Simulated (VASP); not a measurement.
Na, 1 atom in the cell. Symmetry: Im-3m, No. 229, cubic system. The conventional cell has a = 3.996 Å, b = 3.996 Å, c = 3.996 Å, α = 90.00°, β = 90.00°, γ = 90.00°. Within 4.5 Å of Na (site symmetry m-3m) lie 14 Na at 3.46 to 4.00 Å.  This cell differs from its parent crystal: volume scaled by 0.88.

| Property | Result |
| --- | --- |
| Program | VASP 6.6.1 |
| Task | single point |
| Functional | PBEsol |
| Potentials or basis | VASP PAW PBE potentials, release 64 (Na_pv) |
| Cutoff | 520 eV |
| k mesh | 17 × 17 × 17 |
| Occupations | fermi-dirac, width 0.1 eV |
| Spin | no spin polarisation |
| Dipole correction | no |
| Further INCAR settings | ALGO = Normal; EDIFF = 1e-06; NBANDS = 10 |

Potentials or basis: VASP PAW PBE potentials, release 64 (Na_pv).

Run with:

```sh
$ cat potpaw_PBE.64/Na_pv/POTCAR > POTCAR
$ mpirun -np 1 vasp_std > vasp.out
```

Hardware: 1 thread of Intel(R) Xeon(R) Platinum 8488C (Sapphire Rapids), on a shared host.

How long does it take, and how much memory?

It took 30 s on 1 thread of Intel(R) Xeon(R) Platinum 8488C (Sapphire Rapids), with other jobs on the host, peak memory 0.17 GiB. Counts: scf iterations 9, k points 165.
